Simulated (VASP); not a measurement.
Wanted: the native input for a VASP 6.6.1 run.

| Quantity | Value |
| --- | --- |
| Task | single point |
| Functional | PBE |
| Potentials or basis | VASP PAW PBE potentials, release 64 (C) |
| Cutoff | 520 eV |
| k mesh | 13 × 13 × 13 |
| Occupations | fermi-dirac, width 0.05 eV |
| Spin | no spin polarisation |
| Dipole correction | no |
| Further INCAR settings | ALGO = Normal; EDIFF = 1e-07; NBANDS = 11 |

The structure of C lies in POSCAR:

```
C
1.0
    0.0000000000      1.7616820210      1.7616820210
    1.7616820210      0.0000000000      1.7616820210
    1.7616820210      1.7616820210      0.0000000000
C
2
Direct
    0.5000000000      0.5000000000      0.5000000000
    0.7500000000      0.7500000000      0.7500000000
```

This cell differs from its parent crystal: volume scaled by 0.96.

These files were run (other wordings do the same):

INCAR

```
SYSTEM = C
  ALGO = Normal
  EDIFF = 1E-7
  ENCUT = 520
  GGA = PE
  ISIF = 2
  ISMEAR = -1
  LASPH = .TRUE.
  LCHARG = .FALSE.
  LREAL = .FALSE.
  LWAVE = .FALSE.
  NBANDS = 11
  NELM = 60
  PREC = Accurate
  SIGMA = 0.05
```

KPOINTS

```
k-points
0
G
  13 13 13
  0 0 0
```

Potentials or basis: VASP PAW PBE potentials, release 64 (C).

Command:

```bash
$ cat potpaw_PBE.64/C/POTCAR > POTCAR
$ mpirun -np 1 vasp_std > vasp.out
```

It gave:

| Item | Value |
| --- | --- |
| Pressure | 19.9 GPa |
| Band gap on the k mesh | 4.22 eV, indirect (least direct gap 5.69 eV) |

Run time: 8.8 s on 1 thread of Intel(R) Xeon(R) Platinum 8259CL CPU @ 2.50GHz (Skylake/Cascade Lake), on a shared host, peak memory 0.12 GiB.
